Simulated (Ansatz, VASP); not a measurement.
**One calculation of Hg, two programs**

The input INCAR:

```
  PREC = Accurate
  ENCUT = 500
  EDIFF = 1E-6
  ISMEAR = 0
  SIGMA = 0.05
  LREAL = F
  LASPH = T
  NELM = 120
  ALGO = Normal
  ISIF = 2
  LWAVE = F
  LCHARG = F
  GGA = PE
  NBANDS = 12
  GGA_COMPAT = F
```

KPOINTS

```
Automatic mesh
0
Gamma
  8 8 8
```

Contents of POSCAR:

```
Hg
1.0
   -1.8895995302      1.8895995302      1.8895995302
    1.8895995302     -1.8895995302      1.8895995302
    1.8895995302      1.8895995302     -1.8895995302
Hg
1
Direct
    0.0000000000      0.0000000000      0.0000000000
```

Input for Ansatz:

```yaml
crystal:
  lattice:
    - [-1.8895995302, 1.8895995302, 1.8895995302]
    - [1.8895995302, -1.8895995302, 1.8895995302]
    - [1.8895995302, 1.8895995302, -1.8895995302]
  atoms:
    - { symbol: Hg, position: [0.0, 0.0, 0.0] }
basis:
  ecutwfc: 420
  ecutrho_ratio: 4
kpoints:
  mp_grid: { grid: [8, 8, 8] }
hamiltonian:
  xc: pbe
scf:
  occupations: { method: gaussian, width: 0.05 }
output:
  forces: true
  stress: true
  eigenvalues: true
```

Alike in both runs: task single point; functional PBE; k mesh 8 × 8 × 8; occupations gaussian, width 0.05 eV; no spin polarisation.

|  | VASP | Ansatz |
| --- | --- | --- |
| version | VASP 6.6.1 | Ansatz 0.2.0 |
| potentials or method | VASP PAW PBE potentials, release 64 (Hg), cutoff 500 eV | scalar-relativistic, plane waves, PAW |
| valence electrons in the cell | 12 | 20 |

Ansatz gave:

| Item | Value |
| --- | --- |
| gap on the k mesh at the Fermi level (eV) | none |
| pressure (GPa) | 1.2 |

Question: Which values does VASP return?

Answer: gap on the k mesh at the Fermi level (eV): none; pressure (GPa): 1.4.

A gap of «none» marks a metal or a gap that the smearing closes. The functional is the same, so the differences come from potentials, cutoffs and numerics. VASP's potentials hold 12 valence electrons a cell and Ansatz's 20, so a difference there can come from the potentials and not from the codes.

Neither program's run includes spin-orbit coupling.
